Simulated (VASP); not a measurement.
Here is a VASP 6.6.1 calculation.

Contents of INCAR:

```
ALGO = Normal
EDIFF = 1E-7
ENCUT = 520
GGA = PE
ISIF = 2
ISMEAR = 0
LASPH = True
LCHARG = False
LREAL = False
LWAVE = False
NBANDS = 30
NELM = 60
PREC = Accurate
SIGMA = 0.1
```

Contents of KPOINTS:

```
k-points
0
Gamma
  6 6 2
```

POSCAR

```
In2Te2O
1.0
    4.5082124980      0.0000000000      0.0000000000
   -2.2541062490      3.9042265489      0.0000000000
    0.0000000000      0.0000000000      7.2478034020
In Te O
2 2 1
Direct
    0.6666666667      0.3333333333      0.3543478114
    0.3333333333      0.6666666667      0.6456521886
    0.6666666667      0.3333333333      0.8193316734
    0.3333333333      0.6666666667      0.1806683266
    0.0000000000      0.0000000000      0.0000000000
```

Potentials or basis: VASP PAW PBE potentials, release 64 (In_d, Te, O).

Run with:

```console
$ cat potpaw_PBE.64/In_d/POTCAR potpaw_PBE.64/Te/POTCAR potpaw_PBE.64/O/POTCAR > POTCAR
$ mpirun -np 1 vasp_std > vasp.out
```

(1) Predict the band gap on the k mesh.

(2) What does it give for the largest force?

## Answers

(1) zero (band 22 reaches 6.31 eV, above the bottom of band 23 at 5.52 eV).

(2) 0.009 eV/Å.

Caveat: the k points lie up to 0.43 Å⁻¹ apart; spin-orbit coupling is left out, which moves the levels of the heavy elements.
